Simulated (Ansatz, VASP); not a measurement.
## TaN: VASP beside Ansatz

File INCAR:

```
PREC     = Accurate       # precision mode
ENCUT    = 600            # plane-wave cutoff, eV
EDIFF    = 1E-6           # SCF threshold, eV
ISMEAR   = 0              # smearing method
SIGMA    = 0.05           # smearing width, eV
LREAL    = F              # projectors in reciprocal space
LASPH    = T              # aspherical terms in the spheres
NELM     = 120            # most SCF steps
ALGO     = Normal         # electronic algorithm
ISIF     = 2              # what is computed and relaxed
LWAVE    = F              # write WAVECAR
LCHARG   = F              # write CHGCAR
NBANDS   = 16             # bands
GGA_COMPAT= F
```

The input KPOINTS:

```
Automatic mesh
0
Gamma
  10 10 10
```

POSCAR

```
TaN
1.0
    0.0000000000      2.2113230000      2.2113230000
    2.2113230000      0.0000000000      2.2113230000
    2.2113230000      2.2113230000      0.0000000000
Ta N
1 1
Direct
    0.5000000000      0.5000000000      0.5000000000
    0.0000000000      0.0000000000      0.0000000000
```

input.yaml

```yaml
crystal:
  lattice:
    - [0.0, 2.211323, 2.211323]
    - [2.211323, 0.0, 2.211323]
    - [2.211323, 2.211323, 0.0]
  atoms:
    - { symbol: Ta, position: [0.5, 0.5, 0.5] }
    - { symbol: "N", position: [0.0, 0.0, 0.0] }
hamiltonian:
  xc: lda
  pseudopotentials: { kind: paw }
kpoints:
  mp_grid: { grid: [10, 10, 10] }
scf:
  occupations: { method: gaussian, width: 0.05 }
output:
  forces: true
  stress: true
  eigenvalues: true
```

Alike in both runs: task single point; functional LDA; k mesh 10 × 10 × 10; occupations gaussian, width 0.05 eV; no spin polarisation.

```csv
,VASP,Ansatz
version,VASP 6.6.1,Ansatz 0.2.0
potentials or method,"VASP PAW LDA potentials, release 64 (Ta_sv_GW, N)",Ansatz PAW
plane-wave cutoff (eV),600,420
valence electrons in the cell,18,18
```

Ansatz gave:

| Item | Value |
| --- | --- |
| gap on the k mesh at the Fermi level (eV) | none |
| pressure (GPa) | -17.2 |

Q: Estimate VASP's values.

A: gap on the k mesh at the Fermi level (eV): none; pressure (GPa): -16.3.

LDA's correlation is that of Perdew and Zunger in VASP and of Perdew and Wang (1992) in Ansatz. A gap of «none» marks a metal or a gap that the smearing closes.

Neither program's run includes spin-orbit coupling.
